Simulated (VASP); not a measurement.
# H2C5 in VASP: notebook, part 2 of 2

VASP 6.6.1. The steps go on from the part before.

### Step 3. Single point, PBE

INCAR reads:

```
PREC = Accurate
ENCUT = 520
EDIFF = 1E-6
ISMEAR = -1
SIGMA = 0.05
LREAL = Auto
LASPH = True
NELM = 100
ALGO = Normal
ISIF = 2
LWAVE = False
LCHARG = False
GGA = PE
NBANDS = 64
```

KPOINTS reads:

```
Automatic mesh
0
Gamma
  2 2 1
```

POSCAR reads:

```
H2C5
1.0
    5.0487420000      0.0000000000      0.0000000000
    0.0000000000      5.0487420000      0.0000000000
    0.0000000000      0.0000000000     16.1647000000
H C
8 20
Direct
    0.4277897346      0.0000000000      0.0618631957
    0.0722160095      0.0000000000      0.0618631957
    0.9277954786      0.0000000000      0.0618631957
    0.5722217535      0.0000000000      0.0618631957
    0.4277897346      0.5000057440      0.0618631957
    0.0722160095      0.5000057440      0.0618631957
    0.9277954786      0.5000057440      0.0618631957
    0.5722217535      0.5000057440      0.0618631957
    0.2500028720      0.0000000000      0.1011277661
    0.7500086160      0.0000000000      0.1011277661
    0.2500028720      0.5000057440      0.1011277661
    0.7500086160      0.5000057440      0.1011277661
    0.2500028720      0.2500028720      0.1563406682
    0.7500086160      0.2500028720      0.1563406682
    0.2500028720      0.7500086160      0.1563406682
    0.7500086160      0.7500086160      0.1563406682
    0.0045357834      0.2526173847      0.2059549512
    0.4926771857      0.2524589294      0.2067344275
   -0.0067541578      0.7513752931      0.2173934561
    0.4974506521      0.7552178345      0.2160572111
   -0.0025748989      0.0210151360      0.2686038095
    0.4993323089      0.0152117102      0.2699462409
   -0.0030304579      0.4888346444      0.2701132715
    0.4920829783      0.4872302843      0.2692657457
    0.2459226477      0.1111365960      0.3127308270
    0.7496718985      0.1152168203      0.3107264595
    0.2467545381      0.3911469431      0.3113698367
    0.7471168065      0.3984556945      0.3116915254
```

Potentials or basis: VASP PAW PBE potentials, release 64 (H, C).

On the command line:

```
$ cat potpaw_PBE.64/H/POTCAR potpaw_PBE.64/C/POTCAR > POTCAR
$ mpirun -np 1 vasp_std > vasp.out
```

Wall time 6.6 min (1 thread of AMD EPYC 7R43 (Zen 3), shared host); peak memory 0.4 GiB.

It converged, with:

```
Free energy            : -188.9599 eV
Largest force          : 8.959 eV/Å
Band gap on the k mesh : 0.76 eV
```

Forces in eV/Å, atoms in the order of the input:
```
H   -8.921 -0.047  0.074
H    8.947 -0.027  0.056
H   -8.947 -0.046  0.052
H    8.948 -0.066  0.057
H   -8.921  0.055  0.065
H    8.928  0.063  0.077
H   -8.949  0.075  0.055
H    8.958  0.079  0.045
C   -0.099 -0.217  0.913
C    0.037 -0.085  0.991
C    0.055  0.228  0.956
C   -0.053  0.097  0.960
C   -0.157  0.104 -3.810
C   -0.265  0.262 -3.228
C   -0.420  0.332  0.899
C   -0.379  0.141  0.911
C   -1.571  0.065 -0.117
C    1.694 -0.282 -0.322
C    1.010  0.262  0.095
C   -0.094 -0.823  0.723
C    0.122 -0.304  0.375
C   -0.487  0.872 -0.002
C    0.015 -0.205 -0.351
C    1.043  0.027 -0.054
C    0.438  0.922 -0.091
C   -0.375  1.328  0.165
C   -0.247 -0.858  0.521
C   -0.309 -1.952 -0.015
```

Levels at points of the mesh, in eV from the valence-band top:
| k point | band 40 | band 41 | band 42 | band 43 | band 44 | band 45 | band 46 | band 47 | band 48 | band 49 |
| --- | --- | --- | --- | --- | --- | --- | --- | --- | --- | --- |
| (0.00, 0.00, 0.00) | -2.50 | -1.87 | -0.57 | -0.55 | -0.09 | 0.87 | 1.93 | 2.27 | 3.91 | 3.95 |
| (0.50, 0.00, 0.00) | -2.58 | -2.35 | -2.30 | -0.92 | -0.85 | 1.58 | 1.64 | 3.49 | 3.50 | 4.72 |
| (0.00, 0.50, 0.00) | -2.40 | -1.60 | -0.37 | -0.30 | 0.00 | 0.76 | 1.43 | 3.20 | 3.30 | 3.73 |
| (0.50, 0.50, 0.00) | -3.11 | -3.09 | -3.08 | -0.60 | -0.54 | 1.41 | 1.47 | 4.20 | 4.22 | 4.27 |

Caveat: the k points lie up to 0.62 Å⁻¹ apart.

### Step 4. Single point, PBE

INCAR reads:

```
SYSTEM = H2C5
  ALGO = Normal
  EDIFF = 1E-6
  ENCUT = 520
  GGA = PE
  ISIF = 2
  ISMEAR = -1
  LASPH = .True.
  LCHARG = .False.
  LREAL = Auto
  LWAVE = .False.
  NBANDS = 64
  NELM = 60
  PREC = Accurate
  SIGMA = 0.05
```

KPOINTS reads:

```
k-points
0
Gamma
  2 2 1
  0 0 0
```

POSCAR reads:

```
H2C5
1.0
    5.0487420000      0.0000000000      0.0000000000
    0.0000000000      5.0487420000      0.0000000000
    0.0000000000      0.0000000000     16.1647000000
H C
8 20
Direct
    0.4277897346      0.0000000000      0.0618631957
    0.0722160095      0.0000000000      0.0618631957
    0.9277954786      0.0000000000      0.0618631957
    0.5722217535      0.0000000000      0.0618631957
    0.4277897346      0.5000057440      0.0618631957
    0.0722160095      0.5000057440      0.0618631957
    0.9277954786      0.5000057440      0.0618631957
    0.5722217535      0.5000057440      0.0618631957
    0.2500028720      0.0000000000      0.1011277661
    0.7500086160      0.0000000000      0.1011277661
    0.2500028720      0.5000057440      0.1011277661
    0.7500086160      0.5000057440      0.1011277661
    0.2500028720      0.2500028720      0.1563406682
    0.7500086160      0.2500028720      0.1563406682
    0.2500028720      0.7500086160      0.1563406682
    0.7500086160      0.7500086160      0.1563406682
    0.0045952041      0.2451303711      0.2073035689
    0.4975496866      0.2517458805      0.2079778777
   -0.0070512615      0.7437496311      0.2176285363
    0.5054922593      0.7550593791      0.2161871238
   -0.0003763314      0.0101411401      0.2712701133
    0.5027390982      0.0060213019      0.2715051934
    0.0067343509      0.4852495929      0.2705648728
    0.5040859683      0.4878046848      0.2706329224
    0.2531323645      0.1180690160      0.3119575371
    0.7547424685      0.1108989130      0.3164859230
    0.2553705458      0.3907309979      0.3130215841
    0.7563666355      0.3759154261      0.3144939281
```

On the command line:

```
$ cat potpaw_PBE.64/H/POTCAR potpaw_PBE.64/C/POTCAR > POTCAR
$ mpirun -np 1 vasp_std > vasp.out
```

Run time: 6 min. Hardware: 1 thread of AMD EPYC 7R43 (Zen 3), shared host; peak memory 0.39 GiB.

Results (log left out):

```
Free energy            : -188.7252 eV
Largest force          : 8.956 eV/Å
Band gap on the k mesh : 1.00 eV
```

Forces in eV/Å, atoms in the order of the input:
```
H   -8.920 -0.086  0.059
H    8.928 -0.030  0.065
H   -8.956 -0.043  0.046
H    8.933 -0.107  0.066
H   -8.929  0.029  0.063
H    8.922  0.072  0.070
H   -8.943  0.089  0.061
H    8.945  0.044  0.057
C   -0.009 -0.184  1.054
C    0.109 -0.040  1.013
C    0.045  0.178  1.109
C   -0.025  0.051  1.066
C    0.246 -0.150 -2.908
C    0.086 -0.159 -2.689
C   -0.089 -0.003  1.073
C   -0.008 -0.020  0.898
C   -1.242  0.558 -0.292
C    1.348 -0.482 -0.594
C    1.550  0.895  0.546
C   -0.908 -1.259  1.118
C    0.533  1.066  0.028
C    0.020  2.686  0.031
C   -1.049 -1.493  0.147
C    0.380 -1.257  0.152
C   -0.055 -1.639 -0.016
C   -0.500 -2.182 -1.229
C   -0.105  0.405 -0.098
C   -0.309  3.057 -0.898
```

Levels at points of the mesh, in eV from the valence-band top:
```csv
k point,band 41,band 42,band 43,band 44,band 45,band 46,band 47,band 48
"(0.00, 0.00, 0.00)",-2.08,-0.70,-0.63,-0.15,1.07,2.09,2.19,3.72
"(0.50, 0.00, 0.00)",-2.33,-2.26,-1.15,-0.87,1.75,1.86,3.40,3.42
"(0.00, 0.50, 0.00)",-1.85,-0.52,-0.32,0.00,1.00,1.58,3.12,3.24
"(0.50, 0.50, 0.00)",-3.19,-3.17,-0.85,-0.56,1.60,1.70,4.10,4.11
```

Caveat: the k points lie up to 0.62 Å⁻¹ apart.

### Step 5. Single point, PBE

INCAR reads:

```
PREC = Accurate
ENCUT = 520
EDIFF = 1E-7
ISMEAR = -1
SIGMA = 0.05
LREAL = Auto
LASPH = T
NELM = 80
ALGO = Normal
ISIF = 2
LWAVE = F
LCHARG = T
GGA = PE
LELF = T
LVHAR = T
NBANDS = 64
```

KPOINTS reads:

```
Automatic mesh
0
Gamma
  2 2 1
```

POSCAR reads:

```
H2C5
1.0
    5.0487420000      0.0000000000      0.0000000000
    0.0000000000      5.0487420000      0.0000000000
    0.0000000000      0.0000000000     16.1647000000
H C
8 20
Direct
    0.4277897346      0.0000000000      0.0618631957
    0.0722160095      0.0000000000      0.0618631957
    0.9277954786      0.0000000000      0.0618631957
    0.5722217535      0.0000000000      0.0618631957
    0.4277897346      0.5000057440      0.0618631957
    0.0722160095      0.5000057440      0.0618631957
    0.9277954786      0.5000057440      0.0618631957
    0.5722217535      0.5000057440      0.0618631957
    0.2500028720      0.0000000000      0.1011277661
    0.7500086160      0.0000000000      0.1011277661
    0.2500028720      0.5000057440      0.1011277661
    0.7500086160      0.5000057440      0.1011277661
    0.2500028720      0.2500028720      0.1563406682
    0.7500086160      0.2500028720      0.1563406682
    0.2500028720      0.7500086160      0.1563406682
    0.7500086160      0.7500086160      0.1563406682
    0.0026739334      0.2499038374      0.2063879936
    0.4965791478      0.2490917539      0.2063013851
   -0.0034860169      0.7477506278      0.2155004423
    0.5083642618      0.7488796219      0.2160510248
    0.0033473685      0.0147363442      0.2689007529
    0.4996888334      0.0020401122      0.2691667646
    0.0066551232      0.4893694310      0.2695812480
    0.4954501537      0.4804563196      0.2695750617
    0.2532710129      0.0941422636      0.3117595749
    0.7514149069      0.1060462190      0.3057340996
    0.2495473130      0.3878589954      0.3111842472
    0.7489588496      0.3920382543      0.3098851200
```

On the command line:

```
$ cat potpaw_PBE.64/H/POTCAR potpaw_PBE.64/C/POTCAR > POTCAR
$ mpirun -np 1 vasp_std > vasp.out
```

It took 5.3 min on 1 thread of AMD EPYC 7R43 (Zen 3), shared host; peak memory 0.4 GiB.

The run converged. Its results:

```yaml
Free_energy: -188.5970 eV
Largest_force: 8.961 eV/Å
Band_gap_on_the_k_mesh: 0.69 eV
```

Forces on the atoms (eV/Å):
```
H   -8.956 -0.057  0.048
H    8.961 -0.054  0.047
H   -8.931 -0.071  0.070
H    8.916 -0.067  0.075
H   -8.956  0.044  0.046
H    8.940  0.046  0.053
H   -8.932  0.067  0.064
H    8.937  0.052  0.060
C   -0.018 -0.197  0.884
C    0.031 -0.060  0.969
C    0.066  0.205  0.893
C   -0.049  0.071  0.879
C   -0.059 -0.115 -3.785
C   -0.055  0.109 -3.318
C    0.184 -0.084  0.597
C    0.249 -0.300  0.615
C   -0.125  0.184 -0.536
C    0.478 -0.405 -0.531
C    1.400  0.610  0.777
C   -1.957 -0.752  0.479
C   -0.277 -0.548 -0.808
C    0.552  1.680 -0.399
C   -1.679 -1.305 -0.167
C    1.216  0.128 -0.480
C   -0.530  3.138  0.482
C   -0.196  2.273  1.930
C    0.410 -2.280  0.568
C    0.380 -2.313  0.486
```

Levels at points of the mesh, in eV from the valence-band top:
```
           k point  band 40  band 41  band 42  band 43  band 44  band 45  band 46  band 47  band 48  band 49
(0.00, 0.00, 0.00)    -2.49    -1.64    -0.51    -0.19    -0.05     0.83     2.03     2.35     3.98     4.01
(0.50, 0.00, 0.00)    -2.51    -2.30    -2.26    -0.60    -0.56     1.46     1.87     3.57     3.58     4.78
(0.00, 0.50, 0.00)    -2.57    -1.37    -0.25    -0.01     0.00     0.69     1.57     3.27     3.37     3.77
(0.50, 0.50, 0.00)    -3.06    -3.03    -3.00    -0.30    -0.26     1.28     1.72     4.26     4.31     4.35
```

Caveat: the k points lie up to 0.62 Å⁻¹ apart.

### Step 6. The runs side by side

| cell | gap on the mesh (eV) | largest force (eV/Å) |
| --- | --- | --- |
| as given, atomic positions A | 0.84 | 8.94 |
| as given, atomic positions B | 0.76 | 8.96 |
| as given, atomic positions C | 1.00 | 8.96 |
| as given, atomic positions D | 0.69 | 8.96 |

Alike in all rows: task single point; level PBE; potentials or basis VASP PAW PBE potentials, release 64 (H, C); no spin polarisation; k mesh 2 × 2 × 1; cutoff (eV) 520; smearing fermi-dirac 0.05 eV.

Caveats: all runs use coarse meshes.

Absolute energies hang on the potentials; compare differences alone.
